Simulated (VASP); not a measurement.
# Ti2C (R-3m) in VASP: further runs

Runs on Ti2C. Level: r2SCAN. Tasks: single point.

Program: VASP 6.6.1. These are calculated values, not measurements. Logs are shortened: lines on timing, memory, paths and dates and some standing lists are left out, and cuts for length are marked.

### Step 1. The cell of the first run

It takes space group R-3m (No. 166, trigonal). The conventional cell has a = 3.081 Å, b = 3.081 Å, c = 14.441 Å, α = 90.00°, β = 90.00°, γ = 120.00°. Within 2.9 Å of Ti (site symmetry 3m) lie 3 C at 2.11 Å and 3 Ti at 2.89 Å. Within 2.8 Å of C (site symmetry -3m) lie 6 Ti at 2.11 Å.

### Step 2. Single point, r2SCAN

The input, POSCAR:

```
Ti2C
1.0
    1.5406981810      0.8895225095      4.8137698526
   -1.5406981810      0.8895225095      4.8137698526
    0.0000000000     -1.7790450190      4.8137698526
Ti C
2 1
Direct
    0.2454978300      0.2454978300      0.2454978300
    0.7545021700      0.7545021700      0.7545021700
    0.5000000000      0.5000000000      0.5000000000
```

The input, INCAR.step1:

```
ALGO     = Normal         # electronic algorithm
EDIFF    = 1E-5           # SCF threshold, eV
ENCUT    = 910            # plane-wave cutoff, eV
GGA      = PE             # functional
GGA_COMPAT= F            
ISMEAR   = 0              # smearing method
LASPH    = T              # aspherical terms in the spheres
LCHARG   = F              # write CHGCAR
LREAL    = F              # projectors in reciprocal space
LWAVE    = T              # write WAVECAR
NBANDS   = 21             # bands
NELM     = 120            # most SCF steps
PREC     = Accurate       # precision mode
SIGMA    = 0.1            # smearing width, eV
```

The input, INCAR.step2:

```
ALGO     = Normal         # electronic algorithm
EDIFF    = 1E-6           # SCF threshold, eV
ENCUT    = 910            # plane-wave cutoff, eV
GGA_COMPAT= F            
ISIF     = 2              # what is computed and relaxed
ISMEAR   = 0              # smearing method
ISTART   = 1            
LASPH    = T              # aspherical terms in the spheres
LCHARG   = F              # write CHGCAR
LMIXTAU  = T            
LREAL    = F              # projectors in reciprocal space
LWAVE    = F              # write WAVECAR
METAGGA  = R2SCAN         # meta-GGA
NBANDS   = 21             # bands
NELM     = 120            # most SCF steps
PREC     = Accurate       # precision mode
SIGMA    = 0.1            # smearing width, eV
```

The input, KPOINTS:

```
k-points
0
Gamma
  6 6 6
```

Potentials or basis: VASP PAW PBE potentials, release 64 (Ti_sv, C_h).

On the command line:

```sh
$ cat potpaw_PBE.64/Ti_sv/POTCAR potpaw_PBE.64/C_h/POTCAR > POTCAR
$ cp INCAR.step1 INCAR
$ mpirun -np 1 vasp_std > vasp.out
$ cp INCAR.step2 INCAR
$ mpirun -np 1 vasp_std > vasp.out
```

OUTCAR:

```text
EDIFF = 1E-6
   ENCUT = 910
   ISIF = 2
   ISMEAR = 0
   ISTART = 1
   LASPH = T
   LREAL = F
   METAGGA = R2SCAN
   NELM = 120
   PREC = Accurate

 ion  position               nearest neighbor table
   1  0.245  0.245  0.245-   3 2.11   3 2.11   3 2.11   2 2.89   2 2.89   2 2.89
   2  0.755  0.755  0.755-   3 2.11   3 2.11   3 2.11   1 2.89   1 2.89   1 2.89
   3  0.500  0.500  0.500-   1 2.11   2 2.11   1 2.11   1 2.11   2 2.11   2 2.11

  LATTYP: Found a trigonal (rhomboedric) cell.
 ALAT       =     5.1319958470
 COS(alpha) =     0.8197428324

  Lattice vectors:

 A1 = (   1.5406981810,   0.8895225095,   4.8137698526)
 A2 = (  -1.5406981810,   0.8895225095,   4.8137698526)
 A3 = (   0.0000000000,  -1.7790450190,   4.8137698526)

Analysis of symmetry for initial positions (statically):
=====================================================================
 Subroutine PRICEL returns:
 Original cell was already a primitive cell.

 Routine SETGRP: Setting up the symmetry group for a
 trigonal (rhombohedral) supercell.

 Subroutine GETGRP returns: Found 12 space group operations
 (whereof 12 operations were pure point group operations)
 out of a pool of 12 trial point group operations.

The static configuration has the point symmetry D_3d.

Analysis of symmetry for dynamics (positions and initial velocities):
=====================================================================
 Subroutine PRICEL returns:
 Original cell was already a primitive cell.

 Routine SETGRP: Setting up the symmetry group for a
 trigonal (rhombohedral) supercell.

 Subroutine GETGRP returns: Found 12 space group operations
 (whereof 12 operations were pure point group operations)
 out of a pool of 12 trial point group operations.

The dynamic configuration has the point symmetry D_3d.

 Subroutine INISYM returns: Found 12 space group operations
 (whereof 12 operations are pure point group operations),
 and found     1 'primitive' translations

----------------------------------------------------------------------------------------

                                     Primitive cell

  volume of cell :      39.5832

  direct lattice vectors                    reciprocal lattice vectors
     1.540698181  0.889522510  4.813769853     0.324528195  0.187366441  0.069245798
    -1.540698181  0.889522510  4.813769853    -0.324528195  0.187366441  0.069245798
     0.000000000 -1.779045019  4.813769853     0.000000000 -0.374732882  0.069245798

  length of vectors
     5.131995847  5.131995847  5.131995847     0.381077044  0.381077044  0.381077044

  position of ions in fractional coordinates (direct lattice)
     0.245497830  0.245497830  0.245497830
     0.754502170  0.754502170  0.754502170
     0.500000000  0.500000000  0.500000000

  ion indices of the primitive-cell ions
   primitive index   ion index
                 1           1
                 2           2
                 3           3

----------------------------------------------------------------------------------------

 KPOINTS: k-points

Automatic generation of k-mesh.
 Grid dimensions read from file:
 generate k-points for:    6    6    6

 Generating k-lattice:

  Cartesian coordinates                     Fractional coordinates (reciprocal lattice)
     0.054088033  0.031227740  0.011540966     0.166666667  0.000000000  0.000000000
    -0.054088033  0.031227740  0.011540966     0.000000000  0.166666667  0.000000000
     0.000000000 -0.062455480  0.011540966     0.000000000  0.000000000  0.166666667

  Length of vectors
     0.063512841  0.063512841  0.063512841

  Shift w.r.t. Gamma in fractional coordinates (k-lattice)
     0.000000000  0.000000000  0.000000000

 Subroutine IBZKPT returns following result:
 ===========================================

 Found     32 irreducible k-points:

 Following reciprocal coordinates:
            Coordinates               Weight
  0.000000  0.000000  0.000000      1.000000
  0.166667  0.000000 -0.000000      6.000000
  0.333333  0.000000 -0.000000      6.000000
  0.500000  0.000000  0.000000      3.000000
  0.166667  0.166667 -0.000000      6.000000
  0.333333  0.166667  0.000000     12.000000
[... 16 lines left out ...]
  0.500000  0.500000  0.166667      6.000000
 -0.333333  0.500000  0.166667     12.000000
 [... further k-points ...]
   k-points           NKPTS =     32   k-points in BZ     NKDIM =     32   number of bands    NBANDS=     21
   number of dos      NEDOS =    301   number of ions     NIONS =      3
   total plane-waves  NPLWV = 125000
   dimension x,y,z NGX =    50 NGY =   50 NGZ =   50
   dimension x,y,z NGXF=   100 NGYF=  100 NGZF=  100
   ions per type =               2   1
   NGX,Y,Z   is equivalent  to a cutoff of  16.20, 16.20, 16.20 a.u.
   NGXF,Y,Z  is equivalent  to a cutoff of  32.39, 32.39, 32.39 a.u.
 SYSTEM =  unknown system
   PREC   = accura    normal or accurate (medium, high low for compatibility)
   ISTART =      1    job   : 0-new  1-cont  2-samecut
   ICHARG =      0    charge: 1-file 2-atom 10-const
   ISPIN  =      1    spin polarized calculation?
   LNONCOLLINEAR =      F non collinear calculations
   LSORBIT =      F    spin-orbit coupling
   LASPH  =      T    aspherical Exc in radial PAW
   ENCUT  =  910.0 eV  66.88 Ry    8.18 a.u.  12.62 12.62 12.62*2*pi/ulx,y,z
   NELM   =    120;   NELMIN=  2; NELMDL=  0     # of ELM steps
   EDIFF  = 0.1E-05   stopping-criterion for ELM
   LREAL  =      F    real-space projection
   EDIFFG = 0.1E-04   stopping-criterion for IOM
   NSW    =      0    number of steps for IOM
   IBRION =     -1    ionic relax: 0-MD 1-quasi-New 2-CG
   NFREE  =      0    steps in history (QN), initial steepest desc. (CG)
   ISIF   =      2    stress and relaxation
   ISYM   =      2    0-nonsym 1-usesym 2-fastsym
   POTIM  = 0.5000    time-step for ionic-motion
   TEBEG  =    0.0;   TEEND  =   0.0 temperature during run
   PSTRESS=    0.0 pullay stress
   NELECT =      28.0000    total number of electrons
   NUPDOWN=      -1.0000    fix difference up-down
   EMIN   =  10.00;   EMAX   =-10.00  energy-range for DOS
   EFERMI =   0.00;   METHOD = LEGACY
   ISMEAR =     0;   SIGMA  =   0.10  broadening in eV -4-tet -1-fermi 0-gaus
   EFERMI_NEDOS =   21; number of points for ismear=-14 and -15
   IALGO  =     38    algorithm
   IMIX   =      4    mixing-type and parameters
     AMIX     =   0.40;   BMIX     =  1.00
     AMIX_MAG =   1.60;   BMIX_MAG =  1.00
  volume/ion in A,a.u.               =      13.19        89.04
  Fermi-wavevector in a.u.,A,eV,Ry     =   1.458670  2.756487 28.949376  2.127719
  Thomas-Fermi vector in A             =   2.575328
   LORBIT       =      0    0 simple, 1 ext, 2 COOP (PROOUT), +10 PAW based schemes
   METAGGA = R2SCAN    functional components
   LHFCALC =     F    Hartree Fock is set to
   AEXX    =    0.0000 exact exchange contribution
   IVDW    =     0    specifies the selected vdW correction
   LEPSILON=     F    determine dielectric tensor
   LRPA    =     F    only Hartree local field effects (RPA)
 non-spin polarized calculation
 Gauss-broadening in eV      SIGMA  =   0.10
  energy-cutoff  :      910.00
  volume of cell :       39.58
 maximum number of plane-waves:      2489
   NGX = 25   NGY = 25   NGZ = 25

 number of electron      28.0000001 magnetization

 Free energy of the ion-electron system (eV)
  ---------------------------------------------------
  ext. energy  EPLUGINS =         0.00000000
  ---------------------------------------------------
  free energy    TOTEN  =       -38.05205189 eV

  energy without entropy =      -38.03433184  energy(sigma->0) =      -38.04319187

 E-fermi :   8.6923     XC(G=0): -12.7235

 val. band max:        8.6909128873   @ k =   0.5000   0.3333   0.1667
 cond. band min:       8.7219213360   @ k =  -0.3333   0.3333   0.1667
 fundamental gap:      0.0310084488
 Fermi energy:         8.6923322895

 k-point     1 :       0.0000    0.0000    0.0000
  band No.  band energies     occupation
      1     -50.5137      2.00000
      2     -50.4093      2.00000
      3     -26.0437      2.00000
      4     -25.5236      2.00000
      5     -25.5236      2.00000
      6     -25.4606      2.00000
[... 13 lines left out ...]
     20      11.8137      0.00000
     21      12.9201      0.00000

 k-point     2 :       0.1667    0.0000   -0.0000
  band No.  band energies     occupation
      1     -50.4956      2.00000
      2     -50.4048      2.00000
      3     -25.9962      2.00000
      4     -25.6124      2.00000
      5     -25.5444      2.00000
      6     -25.5353      2.00000
[... 13 lines left out ...]
     20      11.9879      0.00000
     21      13.3505      0.00000

 k-point     3 :       0.3333    0.0000   -0.0000
  band No.  band energies     occupation
      1     -50.4546      2.00000
      2     -50.4006      2.00000
      3     -25.8940      2.00000
      4     -25.7818      2.00000
      5     -25.6910      2.00000
      6     -25.5855      2.00000
[... 13 lines left out ...]
     20      12.1280      0.00000
     21      13.7675      0.00000

 k-point     4 :       0.5000    0.0000    0.0000
  band No.  band energies     occupation
      1     -50.4240      2.00000
      2     -50.4085      2.00000
      3     -25.8937      2.00000
      4     -25.8382      2.00000
      5     -25.6907      2.00000
      6     -25.6379      2.00000
[... 13 lines left out ...]
     20      12.3273      0.00000
     21      12.4252      0.00000

 k-point     5 :       0.1667    0.1667   -0.0000
  band No.  band energies     occupation
      1     -50.4943      2.00000
      2     -50.4062      2.00000
      3     -25.9915      2.00000
      4     -25.6115      2.00000
      5     -25.5559      2.00000
      6     -25.5500      2.00000
[... 13 lines left out ...]
     20      11.9727      0.00000
     21      13.2990      0.00000
[... 382 lines left out ...]
     20      12.4076      0.00000
     21      13.3450      0.00000

 k-point    22 :      -0.1667    0.3333    0.1667
  band No.  band energies     occupation
      1     -50.4335      2.00000
      2     -50.3989      2.00000
      3     -25.8986      2.00000
      4     -25.8678      2.00000
      5     -25.7064      2.00000
      6     -25.6349      2.00000
[... 13 lines left out ...]
     20      12.9644      0.00000
     21      13.3552      0.00000

 k-point    23 :       0.5000    0.5000    0.1667
  band No.  band energies     occupation
      1     -50.4465      2.00000
      2     -50.4087      2.00000
      3     -25.9299      2.00000
      4     -25.8650      2.00000
      5     -25.6164      2.00000
      6     -25.5885      2.00000
[... 13 lines left out ...]
     20      11.9147      0.00000
     21      13.4277      0.00000

 k-point    24 :      -0.3333    0.5000    0.1667
  band No.  band energies     occupation
      1     -50.4271      2.00000
      2     -50.4053      2.00000
      3     -25.9397      2.00000
      4     -25.8890      2.00000
      5     -25.6869      2.00000
      6     -25.5919      2.00000
[... 13 lines left out ...]
     20      12.3749      0.00000
     21      13.4059      0.00000

 [... further k-points ...]

------------------------ aborting loop because EDIFF is reached ----------------------------------------

  FORCE on cell =-STRESS in cart. coord.  units (eV):
  Direction    XX          YY          ZZ          XY          YZ          ZX
  --------------------------------------------------------------------------------------
  -------------------------------------------------------------------------------------
  Total        0.0224020      0.0224020      0.2343500      0.0000000      0.0000000      0.0000000
  in kB        0.9067461      0.9067461      9.4855915      0.0000000      0.0000000      0.0000000
  external PRESSURE =       3.7663612 kB  Pullay stress =       0.0000000 kB

 VOLUME and BASIS-vectors are now :
 -----------------------------------------------------------------------------
  energy-cutoff  :      910.00
  volume of cell :       39.58
      direct lattice vectors                 reciprocal lattice vectors
     1.540698181  0.889522510  4.813769853     0.324528195  0.187366441  0.069245798
    -1.540698181  0.889522510  4.813769853    -0.324528195  0.187366441  0.069245798
     0.000000000 -1.779045019  4.813769853     0.000000000 -0.374732882  0.069245798

 POSITION                                       TOTAL-FORCE (eV/Angst)
 -----------------------------------------------------------------------------------
      0.00000      0.00000      3.54531         0.000000      0.000000     -0.013658
      0.00000      0.00000     10.89600         0.000000      0.000000      0.013658
      0.00000      0.00000      7.22065         0.000000     -0.000000      0.000000
 -----------------------------------------------------------------------------------
    total drift:                                0.000000      0.000000     -0.000000

  FREE ENERGIE OF THE ION-ELECTRON SYSTEM (eV)
  ---------------------------------------------------
  free  energy   TOTEN  =       -38.0520518931 eV

  energy  without entropy=      -38.0343318411  energy(sigma->0) =      -38.04319187
```

Run time: 7.6 min. Hardware: 1 thread of AMD EPYC 9R45 (Zen 5), shared host; peak memory 0.39 GiB.

What came out:

* Free energy: -38.0521 eV
* Pressure: 0.4 GPa
* Largest force: 0.014 eV/Å
* Band gap on the k mesh: zero (bands 14 and 15 overlap by 0.98 eV)

Forces in eV/Å, atoms in the order of the input:
```
Ti   0.000  0.000 -0.014
Ti   0.000  0.000  0.014
C    0.000  0.000  0.000
```

Stress tensor (GPa, compression positive):
```
0.09 0.00 0.00
0.00 0.09 0.00
0.00 0.00 0.95
```

Caveat: the k points lie up to 0.40 Å⁻¹ apart, too coarse for converged energies and pressures of a metal; the cutoff is under 1.25 times the usual one of these potentials, so pressure, stress and relaxed cells hold a basis-set (Pulay) error; the PAW data sets were made with another functional, which shifts forces and pressure a little.

(Continued in part 2 of 2.)
